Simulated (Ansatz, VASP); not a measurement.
One calculation of CsRe, two programs

```
Cs Re
1.0
     3.63949    0.00000    0.00000
    -1.81975    3.15189    0.00000
     0.00000    0.00000    5.55533
Cs Re
1 1
Cartesian
  0.0000 0.0000 2.7777
  0.0000 0.0000 0.0000
```

Change from the starting cell: volume scaled by 0.96.

Alike in both runs: task single point; functional PBE; k mesh 8 × 8 × 5; occupations fermi-dirac, width 0.05 eV; no spin polarisation.

|  | VASP | Ansatz |
| --- | --- | --- |
| version | VASP 6.6.1 | Ansatz 0.2.0 |
| potentials or method | VASP PAW PBE potentials, release 64 (Cs_sv, Re), cutoff 520 eV | all-electron LAPW, scalar-relativistic |

Ansatz gave:

| Property | Result |
| --- | --- |
| gap on the k mesh at the Fermi level (eV) | none |
| pressure (GPa) | -6.8 |
| traceless stress, the component that is largest in VASP (GPa) | 13.06 |

Problem. Which values does VASP return?

Solution. gap on the k mesh at the Fermi level (eV): none; pressure (GPa): -6.1; traceless stress, the component that is largest in VASP (GPa): 13.79.

A gap of «none» marks a metal or a gap that the smearing closes. Ansatz ran all-electron here, and VASP with PAW potentials.

Neither program's run includes spin-orbit coupling.
